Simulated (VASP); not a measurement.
A run of VASP 6.6.1 is set up as follows.

File INCAR:

```
PREC     = Accurate       # precision mode
ENCUT    = 520            # plane-wave cutoff, eV
EDIFF    = 1E-6           # SCF threshold, eV
ISMEAR   = -1             # smearing method
SIGMA    = 0.05           # smearing width, eV
LREAL    = F              # projectors in reciprocal space
LASPH    = T              # aspherical terms in the spheres
NELM     = 80             # most SCF steps
ALGO     = Normal         # electronic algorithm
ISIF     = 2              # what is computed and relaxed
LWAVE    = F              # write WAVECAR
LCHARG   = T              # write CHGCAR
GGA      = PS             # functional
LELF     = T              # ELF
LVHAR    = T            
NBANDS   = 19             # bands
```

The input KPOINTS:

```
regular mesh
0
Gamma
  10 10 5
```

POSCAR

```
Cd
1.0
    2.9621004938      0.0000000000      0.0000000000
   -1.4810502469      2.5652542762      0.0000000000
    0.0000000000      0.0000000000      5.5082821542
Cd
2
Direct
    0.6666666667      0.3333333333      0.7500000000
    0.3333333333      0.6666666667      0.2500000000
```

Potentials or basis: VASP PAW PBE potentials, release 64 (Cd).

Launch:

```console
$ cat potpaw_PBE.64/Cd/POTCAR > POTCAR
$ mpirun -np 1 vasp_std > vasp.out
```

Problem. What does it give for the pressure?

Solution. 0.4 GPa.

Problem. Predict the band gap on the k mesh.

Solution. Zero (band 12 reaches 4.02 eV, above the bottom of band 13 at 0.16 eV).

Stress tensor (GPa, compression positive):
```
0.46 0.00 0.00
0.00 0.46 0.00
0.00 0.00 0.25
```

Caveat: the PAW data sets were made with another functional, which shifts forces and pressure a little.
